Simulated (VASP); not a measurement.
# CaO (Fm-3m) in VASP: further runs

CaO is run at these levels: PBE, r2SCAN, r2SCAN+D4; tasks: single point.

Everything below comes from runs of VASP 6.6.1. Logs are shortened: lines on timing, memory, paths and dates and some standing lists are left out, and cuts for length are marked.

## (1) The cell of the first run

The structure is cubic, space group Fm-3m (No. 225). The conventional cell has a = 4.795 Å, b = 4.795 Å, c = 4.795 Å, α = 90.00°, β = 90.00°, γ = 90.00°. Ca (site symmetry m-3m) has 6 O at 2.40 Å within 3.2 Å. Within 3.2 Å of O (site symmetry m-3m) lie 6 Ca at 2.40 Å.

## (2) Single point, PBE

Input file INCAR:

```
SYSTEM = CaO
PREC = Accurate ; ENCUT = 520
EDIFF = 1E-7 ; ISMEAR = 0
SIGMA = 0.01 ; LREAL = .False.
LASPH = .True. ; NELM = 60
ALGO = Normal ; ISIF = 2
LWAVE = .False. ; LCHARG = .False.
GGA = PE ; NBANDS = 15
```

Input file KPOINTS:

```
Automatic mesh
0
Gamma
  4 4 4
  0 0 0
```

Input file POSCAR:

```
CaO
1.0
    0.0000000000      2.3975501188      2.3975501188
    2.3975501188      0.0000000000      2.3975501188
    2.3975501188      2.3975501188      0.0000000000
Ca O
1 1
Direct
    0.0000000000      0.0000000000      0.0000000000
    0.5000000000      0.5000000000      0.5000000000
```

Potentials or basis: VASP PAW PBE potentials, release 64 (Ca_sv, O).

Launch:

```
$ cat potpaw_PBE.64/Ca_sv/POTCAR potpaw_PBE.64/O/POTCAR > POTCAR
$ mpirun -np 1 vasp_std > vasp.out
```

OUTCAR:

```text
SYSTEM = CaO
   PREC = Accurate
   ENCUT = 520
   EDIFF = 1E-7
   ISMEAR = 0
   LREAL = .False.
   LASPH = .True.
   NELM = 60
   ISIF = 2
   GGA = PE

 ion  position               nearest neighbor table
   1  0.000  0.000  0.000-   2 2.40   2 2.40   2 2.40   2 2.40   2 2.40   2 2.40
   2  0.500  0.500  0.500-   1 2.40   1 2.40   1 2.40   1 2.40   1 2.40   1 2.40

  LATTYP: Found a face centered cubic cell.
 ALAT       =     4.7951002376

  Lattice vectors:

 A1 = (   0.0000000000,   2.3975501188,   2.3975501188)
 A2 = (   2.3975501188,   0.0000000000,   2.3975501188)
 A3 = (   2.3975501188,   2.3975501188,   0.0000000000)

Analysis of symmetry for initial positions (statically):
=====================================================================
 Subroutine PRICEL returns:
 Original cell was already a primitive cell.

 Routine SETGRP: Setting up the symmetry group for a
 face centered cubic supercell.

 Subroutine GETGRP returns: Found 48 space group operations
 (whereof 48 operations were pure point group operations)
 out of a pool of 48 trial point group operations.

The static configuration has the point symmetry O_h .

Analysis of symmetry for dynamics (positions and initial velocities):
=====================================================================
 Subroutine PRICEL returns:
 Original cell was already a primitive cell.

 Routine SETGRP: Setting up the symmetry group for a
 face centered cubic supercell.

 Subroutine GETGRP returns: Found 48 space group operations
 (whereof 48 operations were pure point group operations)
 out of a pool of 48 trial point group operations.

The dynamic configuration has the point symmetry O_h .

 Subroutine INISYM returns: Found 48 space group operations
 (whereof 48 operations are pure point group operations),
 and found     1 'primitive' translations

----------------------------------------------------------------------------------------

                                     Primitive cell

  volume of cell :      27.5634

  direct lattice vectors                    reciprocal lattice vectors
     0.000000000  2.397550119  2.397550119    -0.208546214  0.208546214  0.208546214
     2.397550119  0.000000000  2.397550119     0.208546214 -0.208546214  0.208546214
     2.397550119  2.397550119  0.000000000     0.208546214  0.208546214 -0.208546214

  length of vectors
     3.390647894  3.390647894  3.390647894     0.361212638  0.361212638  0.361212638

  position of ions in fractional coordinates (direct lattice)
     0.000000000  0.000000000  0.000000000
     0.500000000  0.500000000  0.500000000

  ion indices of the primitive-cell ions
   primitive index   ion index
                 1           1
                 2           2

----------------------------------------------------------------------------------------

 KPOINTS: Automatic mesh

Automatic generation of k-mesh.
 Grid dimensions read from file:
 generate k-points for:    4    4    4

 Generating k-lattice:

  Cartesian coordinates                     Fractional coordinates (reciprocal lattice)
    -0.052136553  0.052136553  0.052136553     0.250000000  0.000000000  0.000000000
     0.052136553 -0.052136553  0.052136553     0.000000000  0.250000000  0.000000000
     0.052136553  0.052136553 -0.052136553     0.000000000  0.000000000  0.250000000

  Length of vectors
     0.090303160  0.090303160  0.090303160

  Shift w.r.t. Gamma in fractional coordinates (k-lattice)
     0.000000000  0.000000000  0.000000000

 Subroutine IBZKPT returns following result:
 ===========================================

 Found      8 irreducible k-points:

 Following reciprocal coordinates:
            Coordinates               Weight
  0.000000  0.000000  0.000000      1.000000
  0.250000  0.000000  0.000000      8.000000
  0.500000  0.000000  0.000000      4.000000
  0.250000  0.250000  0.000000      6.000000
  0.500000  0.250000  0.000000     24.000000
 -0.250000  0.250000  0.000000     12.000000
  0.500000  0.500000  0.000000      3.000000
 -0.250000  0.500000  0.250000      6.000000
   k-points           NKPTS =      8   k-points in BZ     NKDIM =      8   number of bands    NBANDS=     15
   number of dos      NEDOS =    301   number of ions     NIONS =      2
   total plane-waves  NPLWV =  21952
   dimension x,y,z NGX =    28 NGY =   28 NGZ =   28
   dimension x,y,z NGXF=    56 NGYF=   56 NGZF=   56
   ions per type =               1   1
   NGX,Y,Z   is equivalent  to a cutoff of  13.73, 13.73, 13.73 a.u.
   NGXF,Y,Z  is equivalent  to a cutoff of  27.46, 27.46, 27.46 a.u.
 SYSTEM =  CaO
   PREC   = accura    normal or accurate (medium, high low for compatibility)
   ISTART =      0    job   : 0-new  1-cont  2-samecut
   ICHARG =      2    charge: 1-file 2-atom 10-const
   ISPIN  =      1    spin polarized calculation?
   LNONCOLLINEAR =      F non collinear calculations
   LSORBIT =      F    spin-orbit coupling
   LASPH  =      T    aspherical Exc in radial PAW
   ENCUT  =  520.0 eV  38.22 Ry    6.18 a.u.   6.30  6.30  6.30*2*pi/ulx,y,z
   NELM   =     60;   NELMIN=  2; NELMDL= -5     # of ELM steps
   EDIFF  = 0.1E-06   stopping-criterion for ELM
   LREAL  =      F    real-space projection
   EDIFFG = 0.1E-05   stopping-criterion for IOM
   NSW    =      0    number of steps for IOM
   IBRION =     -1    ionic relax: 0-MD 1-quasi-New 2-CG
   NFREE  =      0    steps in history (QN), initial steepest desc. (CG)
   ISIF   =      2    stress and relaxation
   ISYM   =      2    0-nonsym 1-usesym 2-fastsym
   POTIM  = 0.5000    time-step for ionic-motion
   TEBEG  =    0.0;   TEEND  =   0.0 temperature during run
   PSTRESS=    0.0 pullay stress
   NELECT =      16.0000    total number of electrons
   NUPDOWN=      -1.0000    fix difference up-down
   EMIN   =  10.00;   EMAX   =-10.00  energy-range for DOS
   EFERMI =   0.00;   METHOD = LEGACY
   ISMEAR =     0;   SIGMA  =   0.01  broadening in eV -4-tet -1-fermi 0-gaus
   EFERMI_NEDOS =   21; number of points for ismear=-14 and -15
   IALGO  =     38    algorithm
   IMIX   =      4    mixing-type and parameters
     AMIX     =   0.40;   BMIX     =  1.00
     AMIX_MAG =   1.60;   BMIX_MAG =  1.00
  volume/ion in A,a.u.               =      13.78        93.00
  Fermi-wavevector in a.u.,A,eV,Ry     =   1.365643  2.580691 25.374598  1.864980
  Thomas-Fermi vector in A             =   2.491853
   LORBIT       =      0    0 simple, 1 ext, 2 COOP (PROOUT), +10 PAW based schemes
   GGA     = PE    functional components
   LHFCALC =     F    Hartree Fock is set to
   AEXX    =    0.0000 exact exchange contribution
   IVDW    =     0    specifies the selected vdW correction
   LEPSILON=     F    determine dielectric tensor
   LRPA    =     F    only Hartree local field effects (RPA)
 non-spin polarized calculation
 Gauss-broadening in eV      SIGMA  =   0.01
  energy-cutoff  :      520.00
  volume of cell :       27.56
 maximum number of plane-waves:       754
 NGX is ok and might be reduce to    28
   NGX = 13   NGY = 13   NGZ = 13

 number of electron      15.9999997 magnetization

 Free energy of the ion-electron system (eV)
  ---------------------------------------------------
  ext. energy  EPLUGINS =         0.00000000
  ---------------------------------------------------
  free energy    TOTEN  =       -12.79341878 eV

  energy without entropy =      -12.79341878  energy(sigma->0) =      -12.79341878

 E-fermi :   2.4605     XC(G=0): -10.5086

 val. band max:        2.3972352684   @ k =   0.0000   0.0000   0.0000
 cond. band min:       6.0239343756   @ k =   0.5000   0.5000   0.0000
 fundamental gap:      3.6266991071
 Fermi energy:         2.4605385755

 k-point     1 :       0.0000    0.0000    0.0000
  band No.  band energies     occupation
      1     -35.2196      2.00000
      2     -15.9782      2.00000
      3     -15.9782      2.00000
      4     -15.9782      2.00000
      5     -13.1488      2.00000
      6       2.3972      2.00000
      7       2.3972      2.00000
      8       2.3972      2.00000
      9       7.1636      0.00000
     10       8.6324      0.00000
     11       8.6324      0.00000
     12       8.6324      0.00000
     13      10.1482      0.00000
     14      10.1482      0.00000
     15      17.5094      0.00000

 k-point     2 :       0.2500    0.0000    0.0000
  band No.  band energies     occupation
      1     -35.1668      2.00000
      2     -16.6314      2.00000
      3     -16.0059      2.00000
      4     -16.0059      2.00000
      5     -12.4588      2.00000
      6       0.8531      2.00000
      7       1.7267      2.00000
      8       1.7267      2.00000
      9       8.6677      0.00000
     10       9.3111      0.00000
     11       9.5984      0.00000
     12       9.5984      0.00000
     13      11.4151      0.00000
     14      11.4151      0.00000
     15      18.4062      0.00000

 k-point     3 :       0.5000    0.0000    0.0000
  band No.  band energies     occupation
      1     -35.1133      2.00000
      2     -17.1233      2.00000
      3     -16.0330      2.00000
      4     -16.0330      2.00000
      5     -11.9229      2.00000
      6      -0.2606      2.00000
      7       1.1793      2.00000
      8       1.1793      2.00000
      9       9.4753      0.00000
     10      10.7832      0.00000
     11      10.7832      0.00000
     12      10.9517      0.00000
     13      12.8709      0.00000
     14      12.8709      0.00000
     15      16.6938      0.00000
[... 55 lines left out ...]
 k-point     7 :       0.5000    0.5000    0.0000
  band No.  band energies     occupation
      1     -35.0818      2.00000
      2     -16.5944      2.00000
      3     -16.2114      2.00000
      4     -16.2114      2.00000
      5     -12.9098      2.00000
      6       1.0977      2.00000
      7       2.0238      2.00000
      8       2.0238      2.00000
      9       6.0239      0.00000
     10      10.4863      0.00000
     11      11.3224      0.00000
     12      11.9705      0.00000
     13      11.9705      0.00000
     14      13.7226      0.00000
     15      15.8832      0.00000

 k-point     8 :      -0.2500    0.5000    0.2500
  band No.  band energies     occupation
      1     -35.0808      2.00000
      2     -16.4195      2.00000
      3     -16.4053      2.00000
      4     -16.4053      2.00000
      5     -12.5079      2.00000
      6       1.0985      2.00000
      7       1.3374      2.00000
      8       1.3374      2.00000
      9       8.7278      0.00000
     10       8.7278      0.00000
     11      10.8251      0.00000
     12      11.9764      0.00000
     13      12.4200      0.00000
     14      16.3429      0.00000
     15      16.6267      0.00000

------------------------ aborting loop because EDIFF is reached ----------------------------------------

  FORCE on cell =-STRESS in cart. coord.  units (eV):
  Direction    XX          YY          ZZ          XY          YZ          ZX
  --------------------------------------------------------------------------------------
  -------------------------------------------------------------------------------------
  Total        0.5374150      0.5374150      0.5374150     -0.0000000      0.0000000     -0.0000000
  in kB       31.2382947     31.2382947     31.2382947     -0.0000000      0.0000000     -0.0000000
  external PRESSURE =      31.2382947 kB  Pullay stress =       0.0000000 kB

 VOLUME and BASIS-vectors are now :
 -----------------------------------------------------------------------------
  energy-cutoff  :      520.00
  volume of cell :       27.56
      direct lattice vectors                 reciprocal lattice vectors
     0.000000000  2.397550119  2.397550119    -0.208546214  0.208546214  0.208546214
     2.397550119  0.000000000  2.397550119     0.208546214 -0.208546214  0.208546214
     2.397550119  2.397550119  0.000000000     0.208546214  0.208546214 -0.208546214

 POSITION                                       TOTAL-FORCE (eV/Angst)
 -----------------------------------------------------------------------------------
      0.00000      0.00000      0.00000        -0.000000     -0.000000      0.000000
      2.39755      2.39755      2.39755         0.000000      0.000000     -0.000000
 -----------------------------------------------------------------------------------
    total drift:                                0.000000      0.000000      0.000000

  FREE ENERGIE OF THE ION-ELECTRON SYSTEM (eV)
  ---------------------------------------------------
  free  energy   TOTEN  =       -12.7934187823 eV

  energy  without entropy=      -12.7934187823  energy(sigma->0) =      -12.79341878
```

Run time: 7.4 s. Hardware: 1 thread of AMD EPYC 7R13 (Zen 3), shared host; peak memory 0.12 GiB.

What came out:

- Free energy: -12.7934 eV
- Pressure: 3.1 GPa
- Band gap on the k mesh: 3.63 eV, indirect (least direct gap 4.00 eV)

Levels at points of the mesh, in eV from the valence-band top:
```tsv
k point	band 4	band 5	band 6	band 7	band 8	band 9	band 10	band 11	band 12	band 13
(0.00, 0.00, 0.00)	-18.38	-15.55	0.00	0.00	0.00	4.77	6.24	6.24	6.24	7.75
(0.50, 0.00, 0.00)	-18.43	-14.32	-2.66	-1.22	-1.22	7.08	8.39	8.39	8.55	10.47
(0.50, 0.50, 0.00)	-18.61	-15.31	-1.30	-0.37	-0.37	3.63	8.09	8.93	9.57	9.57
```

Caveat: the k points lie up to 0.57 Å⁻¹ apart.

## (3) Single point, PBE

Input file INCAR:

```
  ALGO = Normal
  EDIFF = 1E-6
  ENCUT = 520
  GGA = PE
  ISIF = 2
  ISMEAR = 0
  LASPH = T
  LCHARG = F
  LREAL = F
  LWAVE = F
  NBANDS = 15
  NELM = 80
  PREC = Accurate
  SIGMA = 0.01
```

Input file KPOINTS:

```
k-points
0
Gamma
  4 4 4
```

POSCAR is that of step 2.

Potentials or basis: VASP PAW PBE potentials, release 64 (Ca_sv, O).

Launch:

```
$ cat potpaw_PBE.64/Ca_sv/POTCAR potpaw_PBE.64/O/POTCAR > POTCAR
$ mpirun -np 1 vasp_std > vasp.out
```

Run time: 6.6 s. Hardware: 1 thread of AMD EPYC 7R13 (Zen 3), shared host; peak memory 0.12 GiB.

It converged, with:

| Item | Value |
| --- | --- |
| Free energy | -12.7934 eV |
| Pressure | 3.1 GPa |
| Band gap on the k mesh | 3.63 eV, indirect (least direct gap 4.00 eV) |

Levels at points of the mesh, in eV from the valence-band top:
```
           k point  band 4  band 5  band 6  band 7  band 8  band 9  band 10  band 11  band 12  band 13
(0.00, 0.00, 0.00)  -18.38  -15.55    0.00    0.00    0.00    4.77     6.23     6.23     6.23     7.75
(0.50, 0.00, 0.00)  -18.43  -14.32   -2.66   -1.22   -1.22    7.08     8.39     8.39     8.55    10.47
(0.50, 0.50, 0.00)  -18.61  -15.31   -1.30   -0.37   -0.37    3.63     8.09     8.92     9.57     9.57
```

Caveat: the k points lie up to 0.57 Å⁻¹ apart. A k mesh can miss the band edges.

## (4) Single point, r2SCAN

POSCAR is that of step 3.

Input file INCAR.step1:

```
SYSTEM = CaO
PREC = Accurate
ENCUT = 520
ISMEAR = 0
SIGMA = 0.01
LREAL = .FALSE.
LASPH = .TRUE.
NELM = 100
NBANDS = 15
GGA = PE
ALGO = Normal
EDIFF = 1E-4
LWAVE = .TRUE.
LCHARG = .FALSE.
```

Input file INCAR.step2:

```
SYSTEM = CaO
PREC = Accurate
ENCUT = 520
EDIFF = 1E-6
ISMEAR = 0
SIGMA = 0.01
LREAL = .FALSE.
LASPH = .TRUE.
NELM = 100
ALGO = Normal
ISIF = 2
LWAVE = .FALSE.
LCHARG = .TRUE.
METAGGA = R2SCAN
LMIXTAU = .TRUE.
LELF = .TRUE.
LVHAR = .TRUE.
NBANDS = 15
ISTART = 1
```

Input file KPOINTS:

```
Automatic mesh
0
G
  6 6 6
  0 0 0
```

Launch:

```
$ cat potpaw_PBE.64/Ca_sv/POTCAR potpaw_PBE.64/O/POTCAR > POTCAR
$ cp INCAR.step1 INCAR
$ mpirun -np 1 vasp_std > vasp.out
$ cp INCAR.step2 INCAR
$ mpirun -np 1 vasp_std > vasp.out
```

It took 38 s on 1 thread of AMD EPYC 7R13 (Zen 3), shared host; peak memory 0.13 GiB.

Results (log left out):

```
Free energy            : -19.4530 eV
Pressure               : 1.0 GPa
Band gap on the k mesh : 4.19 eV, indirect (least direct gap 4.56 eV)
```

Levels at points of the mesh, in eV from the valence-band top:
```
           k point  band 6  band 7  band 8  band 9  band 10  band 11
(0.00, 0.00, 0.00)    0.00    0.00    0.00    5.49     6.87     6.87
(0.50, 0.00, 0.00)   -2.62   -1.21   -1.21    7.73     9.09     9.09
(0.50, 0.50, 0.00)   -1.29   -0.37   -0.37    4.19     8.82     9.67
```

Caveat: the PAW data sets were made with another functional, which shifts forces and pressure a little. A k mesh can miss the band edges.

(Part 1 of 2 ends here.)
